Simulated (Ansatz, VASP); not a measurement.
**SrTiO3: VASP beside Ansatz**

INCAR

```
PREC = Accurate
ENCUT = 600
EDIFF = 1E-6
ISMEAR = 0
SIGMA = 0.02
LREAL = False
LASPH = True
NELM = 120
ALGO = Normal
ISIF = 2
LWAVE = False
LCHARG = False
GGA = PE
NBANDS = 28
GGA_COMPAT = False
```

Contents of KPOINTS:

```
Automatic mesh
0
Gamma
  8 8 8
```

File POSCAR:

```
SrTiO3
1.0
    4.0510696618      0.0000000000      0.0000000000
    0.0000000000      4.0510696618      0.0000000000
    0.0000000000      0.0000000000      4.0510696618
Sr Ti O
1 1 3
Direct
    0.5000000000      0.5000000000      0.5000000000
    0.0000000000      0.0000000000      0.0000000000
    0.5000000000      0.0000000000      0.0000000000
    0.0000000000      0.5000000000      0.0000000000
    0.0000000000      0.0000000000      0.5000000000
```

Input for Ansatz:

```yaml
crystal:
  lattice:
    - [4.0510696618, 0.0, 0.0]
    - [0.0, 4.0510696618, 0.0]
    - [0.0, 0.0, 4.0510696618]
  atoms:
    - { symbol: Sr, position: [0.5, 0.5, 0.5] }
    - { symbol: Ti, position: [0.0, 0.0, 0.0] }
    - { symbol: O, position: [0.5, 0.0, 0.0] }
    - { symbol: O, position: [0.0, 0.5, 0.0] }
    - { symbol: O, position: [0.0, 0.0, 0.5] }
basis: {}
kpoints:
  mp_grid: { grid: [8, 8, 8] }
hamiltonian:
  xc: pbe
  pseudopotentials: { kind: all_electron, lapw: {} }
scf:
  occupations: { method: gaussian, width: 0.02 }
output:
  forces: true
  stress: true
  eigenvalues: true
```

Alike in both runs: task single point; functional PBE; k mesh 8 × 8 × 8; occupations gaussian, width 0.02 eV; no spin polarisation.

|  | VASP | Ansatz |
| --- | --- | --- |
| version | VASP 6.6.1 | Ansatz 0.2.0 |
| potentials or method | VASP PAW PBE potentials, release 64 (Sr_sv, Ti_sv, O), cutoff 600 eV | scalar-relativistic, all-electron LAPW |

|  | VASP | Ansatz | Ansatz less VASP |
| --- | --- | --- | --- |
| gap on the k mesh at the Fermi level (eV) | 1.65 | 1.66 | +0.019 |
| least direct gap on the mesh (eV) | 2.05 | 2.06 | +0.014 |
| pressure (GPa) | -11.8 | -12.1 | -0.29 |

Ansatz ran all-electron here, and VASP with PAW potentials.
